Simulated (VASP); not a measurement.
TaRe, 2 atoms in the cell. The structure is orthorhombic, space group Cmmm (No. 65). Conventional cell: a = 3.152 Å, b = 4.520 Å, c = 4.387 Å, α = 90.00°, β = 90.00°, γ = 90.00°. Ta (site symmetry mmm) has 8 Re at 2.70 to 3.15 Å and 6 Ta at 2.76 to 3.15 Å within 3.6 Å. Within 3.6 Å of Re (site symmetry mmm) lie 8 Ta at 2.70 to 3.15 Å and 6 Re at 2.76 to 3.15 Å. 

| Quantity | Value |
| --- | --- |
| Program | VASP 6.6.1 |
| Task | single point |
| Functional | LDA |
| Potentials or basis | VASP PAW LDA potentials, release 64 (Ta_pv, Re) |
| Cutoff | 520 eV |
| k mesh | 8 × 8 × 5 |
| Occupations | gaussian, width 0.05 eV |
| Spin | no spin polarisation |
| Dipole correction | no |
| Further INCAR settings | ALGO = Normal; EDIFF = 1e-06; NBANDS = 16 |

Potentials or basis: VASP PAW LDA potentials, release 64 (Ta_pv, Re).

Launch:

```console
$ cat potpaw_LDA.64/Ta_pv/POTCAR potpaw_LDA.64/Re/POTCAR > POTCAR
$ mpirun -np 1 vasp_std > vasp.out
```

Hardware: 1 thread of Intel(R) Xeon(R) Platinum 8488C (Sapphire Rapids) (shared host).

Estimate the wall time of this run.

Run time: 19 s on 1 thread of Intel(R) Xeon(R) Platinum 8488C (Sapphire Rapids) (shared host), peak memory 0.15 GiB. Counts: scf iterations 13, k points 63.
